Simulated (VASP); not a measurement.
Here is a VASP 6.6.1 calculation.

File INCAR:

```
SYSTEM = Al2Ru
ALGO     = Fast           ! electronic algorithm
EDIFF    = 1E-6           ! SCF threshold, eV
ENCUT    = 520            ! plane-wave cutoff, eV
GGA      = PS             ! functional
ISIF     = 2              ! what is computed and relaxed
ISMEAR   = 0              ! smearing method
LASPH    = .True.         ! aspherical terms in the spheres
LCHARG   = .False.        ! write CHGCAR
LREAL    = .False.        ! projectors in reciprocal space
LWAVE    = .False.        ! write WAVECAR
NBANDS   = 17             ! bands
NELM     = 60             ! most SCF steps
PREC     = Accurate       ! precision mode
SIGMA    = 0.15           ! smearing width, eV
```

The input KPOINTS:

```
k-points
0
Gamma
  20 20 20
  0 0 0
```

File POSCAR:

```
Al2Ru
1.0
   -1.6811475493      1.6811475493      4.5362115427
    1.6811475493     -1.6811475493      4.5362115427
    1.6811475493      1.6811475493     -4.5362115427
Al Ru
2 1
Direct
    0.6590805105      0.6590805105      0.0000000000
    0.3409194895      0.3409194895      0.0000000000
    0.0000000000      0.0000000000      0.0000000000
```

Potentials or basis: VASP PAW PBE potentials, release 64 (Al, Ru_pv).

Command:

```sh
$ cat potpaw_PBE.64/Al/POTCAR potpaw_PBE.64/Ru_pv/POTCAR > POTCAR
$ mpirun -np 1 vasp_std > vasp.out
```

Estimate the largest force.

0.535 eV/Å.

Estimate the band gap on the k mesh.

zero (bands 10 and 11 overlap by 0.18 eV).

Forces in eV/Å, atoms in the order of the input:
```
Al   0.000  0.000 -0.535
Al   0.000  0.000  0.535
Ru   0.000  0.000  0.000
```

Caveat: the cell stands under tension; the PAW data sets were made with another functional, which shifts forces and pressure a little.
